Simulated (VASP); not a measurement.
# Si4Mo3: relaxation of cell and atoms with PBE

The system is Si4Mo3.

```
Si Mo
1.0
     4.76389    0.00000    0.00000
    -2.38195    4.12565    0.00000
     0.00000    0.00000    5.93621
Si Mo
4 3
Direct
  0.33333 0.66667 0.18911
  0.66667 0.33333 0.18911
  0.66667 0.33333 0.81089
  0.33333 0.66667 0.81089
  0.33333 0.66667 0.50000
  0.66667 0.33333 0.50000
  0.00000 0.00000 0.50000
```

The cell was built from a structure type or drawn by symmetry, and may not be a known phase.

| Quantity | Value |
| --- | --- |
| Program | VASP 6.6.1 |
| Task | relaxation of cell and atoms |
| Functional | PBE |
| Potentials or basis | VASP PAW PBE potentials, release 64 (Si, Mo_sv) |
| Cutoff | 500 eV |
| k mesh | 4 × 4 × 3 |
| Occupations | gaussian, width 0.2 eV |
| Spin | no spin polarisation |
| Dipole correction | no |
| Further INCAR settings | ALGO = Normal; EDIFF = 1e-07; IBRION = 2; EDIFFG = -0.08; NSW = 36; ISIF = 3 |

| Item | Value |
| --- | --- |
| Relaxed volume | 19.53 Å³/atom |
| Relaxed cell | a = 4.494 Å, b = 4.494 Å, c = 7.818 Å, α = 90.00°, β = 90.00°, γ = 120.00° |
| Space group after relaxing (to 0.1 Å) | P6/mmm (No. 191) |
| Pressure after relaxing | 0.0 GPa |
| Largest force after relaxing | 0.028 eV/Å |
| Band gap on the k mesh | zero (bands 29 and 30 overlap by 0.83 eV) |

Forces in eV/Å, atoms in the order of the input:
```
Si   0.000  0.000  0.028
Si   0.000  0.000  0.028
Si   0.000  0.000 -0.028
Si   0.000  0.000 -0.028
Mo   0.000  0.000  0.000
Mo   0.000  0.000  0.000
Mo   0.000  0.000  0.000
```

Stress tensor (GPa, compression positive):
```
-0.04  0.00  0.00
 0.00 -0.04  0.00
 0.00  0.00  0.03
```

Final structure:
```xyz
7
Lattice="4.4940 0.0000 0.0000 -2.2470 3.8919 0.0000 0.0000 0.0000 7.8178" Properties=species:S:1:pos:R:3 pbc="T T T"
Si    0.0000    2.5946    1.2914
Si    2.2470    1.2973    1.2914
Si    2.2470    1.2973    6.5264
Si    0.0000    2.5946    6.5264
Mo    0.0000    2.5946    3.9089
Mo    2.2470    1.2973    3.9089
Mo    0.0000    0.0000    3.9089
```

Levels at points of the mesh, in eV from the Fermi level:
```
           k point  band 25  band 26  band 27  band 28  band 29  band 30  band 31  band 32  band 33  band 34
(0.00, 0.00, 0.00)    -1.07    -1.07    -0.96    -0.76    -0.76    -0.52    -0.52     0.35     0.53     1.57
(0.50, 0.00, 0.00)    -1.97    -1.69    -1.52    -1.49    -0.52     0.99     0.99     1.59     1.74     1.76
```

It took 8.3 min on 1 thread of Intel(R) Xeon(R) 6975P-C (Granite Rapids), on a shared host, peak memory 0.25 GiB.

Caveat: the k points lie up to 0.40 Å⁻¹ apart in the final cell, too coarse for converged energies and pressures of a metal; the volume moved by over 15 % at a fixed basis, so the end points are rough.
